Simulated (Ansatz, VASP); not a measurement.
# Na: VASP beside Ansatz

```
Na
1.0
     2.48572    0.00000    0.00000
     0.00000    2.48572    0.00000
     0.00000    0.00000    2.48572
Na
1
Cartesian
  0.0000 0.0000 0.0000
```

Change from the starting cell: volume scaled by 0.43, LAPW.

Alike in both runs: task single point; functional LDA; k mesh 12 × 12 × 12; occupations fermi-dirac, width 0.05 eV; no spin polarisation.

|  | VASP | Ansatz |
| --- | --- | --- |
| version | VASP 6.6.1 | Ansatz 0.2.0 |
| potentials or method | VASP PAW LDA potentials, release 64 (Na_pv), cutoff 520 eV | all-electron LAPW, scalar-relativistic |

|  | VASP | Ansatz | Ansatz less VASP |
| --- | --- | --- | --- |
| pressure (GPa) | 30.2 | 30.4 | +0.16 |

LDA's correlation is that of Perdew and Zunger in VASP and of Perdew and Wang (1992) in Ansatz. Both programs put the cell under a high pressure, so it lies far from rest at this level. Ansatz ran all-electron here, and VASP with PAW potentials.
